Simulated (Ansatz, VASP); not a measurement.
# KCl in VASP and in Ansatz

```
K Cl
1.0
     0.00000    3.15610    3.02986
     3.15610    0.00000    3.02986
     3.15610    3.15610    0.00000
K Cl
1 1
Cartesian
  0.0000 0.0000 0.0000
  3.1561 3.1561 3.0299
```

Change from the starting cell: strain -0.0400 x Voigt [0, 0, 1, 0, 0, 0], atoms carried along.

Alike in both runs: task single point; functional PBE; k mesh 6 × 6 × 6; occupations gaussian, width 0.05 eV; no spin polarisation.

```csv
,VASP,Ansatz
version,VASP 6.6.1,Ansatz 0.2.0
potentials or method,"VASP PAW PBE potentials, release 64 (K_sv, Cl), cutoff 520 eV","scalar-relativistic, plane waves, PAW"
valence electrons in the cell,16,16
```

```csv
,VASP,Ansatz,Ansatz less VASP
gap on the k mesh at the Fermi level (eV),5.27,5.27,+0.003
least direct gap on the mesh (eV),5.27,5.27,+0.003
pressure (GPa),1.6,1.5,-0.03
"traceless stress, the component that is largest in VASP (GPa)",1.33,1.31,-0.024
```

With one functional, cell and mesh, what is left measures potentials, basis and numerics.
